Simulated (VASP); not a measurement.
Write the native input for VASP 6.6.1 that does the following.

```yaml
Task: relaxation of cell and atoms
Functional: PBEsol
Potentials_or_basis: VASP PAW PBE potentials, release 64 (Cu, O)
Cutoff: 600 eV
k_mesh: 10 × 10 × 6
Occupations: fermi-dirac, width 0.05 eV
Spin: no spin polarisation
Target_pressure: 2 GPa
Dipole_correction: no
Further_INCAR_settings: ALGO = Normal; EDIFF = 1e-07; IBRION = 2; EDIFFG = -0.01; NSW = 60; ISIF = 3
```

The structure of CuO lies in POSCAR:

```
CuO
1.0
    3.1795331000      0.0000000000      0.0000000000
   -1.5897665500      2.7535564400      0.0000000000
    0.0000000000      0.0000000000      4.4314907300
Cu O
2 2
Direct
    0.0000000000      0.0000000000      0.0000000000
    0.0000000000      0.0000000000      0.5000000000
    0.3333333333      0.6666666667      0.2500000000
    0.6666666667      0.3333333333      0.7500000000
```

The input as run:

INCAR

```
SYSTEM = CuO
PREC = Accurate ; ENCUT = 600
EDIFF = 1E-7 ; ISMEAR = -1
SIGMA = 0.05 ; LREAL = .FALSE.
LASPH = .TRUE. ; NELM = 60
ALGO = Normal ; ISIF = 3
LWAVE = .FALSE. ; LCHARG = .FALSE.
GGA = PS ; IBRION = 2
NSW = 60 ; EDIFFG = -0.01
PSTRESS = 20.0
```

KPOINTS

```
regular mesh
0
G
  10 10 6
  0 0 0
```

Potentials or basis: VASP PAW PBE potentials, release 64 (Cu, O).

Command:

```sh
$ cat potpaw_PBE.64/Cu/POTCAR potpaw_PBE.64/O/POTCAR > POTCAR
$ mpirun -np 1 vasp_std > vasp.out
```

It gave:

```json
{
  "Relaxed volume": "9.15 Å³/atom",
  "Relaxed cell": "a = 2.902 Å, b = 2.902 Å, c = 5.018 Å, α = 90.00°, β = 90.00°, γ = 120.00°",
  "Space group after relaxing (to 0.1 Å)": "P6_3/mmc (No. 194)",
  "Energy change on relaxing (the run minimises the enthalpy)": "-182.4 meV/atom",
  "Ionic steps": "6",
  "Pressure after relaxing": "2.0 GPa",
  "Band gap on the k mesh": "zero (bands 17 and 18 overlap by 1.06 eV)"
}
```

Caveat: the cell is relaxed towards a set pressure, so the run minimises the enthalpy, not the energy; the PAW data sets were made with another functional, which shifts forces and pressure a little; semilocal functionals often make such compounds metallic where correlation or magnetic order opens a gap, which also shifts bond lengths.

It took 2.7 min on 1 thread of Intel(R) Xeon(R) 6975P-C (Granite Rapids) (shared host), peak memory 0.2 GiB.
